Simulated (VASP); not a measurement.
Set up this calculation in VASP 6.6.1, as the native input.

```
Task                   : single point
Functional             : PBE
Potentials or basis    : VASP PAW PBE potentials, release 64 (Na_pv, F)
Cutoff                 : 520 eV
k mesh                 : 10 × 10 × 10
Occupations            : fermi-dirac, width 0.02 eV
Spin                   : no spin polarisation
Dipole correction      : no
Further INCAR settings : ALGO = Normal; EDIFF = 1e-06; NBANDS = 14
```

The structure of NaF (Villiaumite) lies in POSCAR:

```
NaF
1.0
    0.0000000000      2.2972417931      2.2972417931
    2.2972417931      0.0000000000      2.2972417931
    2.2972417931      2.2972417931      0.0000000000
Na F
1 1
Direct
    0.0000000000      0.0000000000      0.0000000000
    0.5000000000      0.5000000000      0.5000000000
```

These files were run (other wordings do the same):

INCAR

```
SYSTEM = NaF
  ALGO = Normal
  EDIFF = 1E-6
  ENCUT = 520
  GGA = PE
  ISIF = 2
  ISMEAR = -1
  LASPH = .True.
  LCHARG = .False.
  LREAL = .False.
  LWAVE = .False.
  NBANDS = 14
  NELM = 80
  PREC = Accurate
  SIGMA = 0.02
```

KPOINTS

```
k-points
0
Gamma
  10 10 10
  0 0 0
```

Potentials or basis: VASP PAW PBE potentials, release 64 (Na_pv, F).

Launch:

```console
$ cat potpaw_PBE.64/Na_pv/POTCAR potpaw_PBE.64/F/POTCAR > POTCAR
$ mpirun -np 1 vasp_std > vasp.out
```

Results of the run:

The pressure is 3.5 GPa and the band gap on the k mesh is 6.44 eV, direct.

Run time: 4.3 s on 1 thread of Intel(R) Xeon(R) 6975P-C (Granite Rapids), on a shared host, peak memory 0.14 GiB.
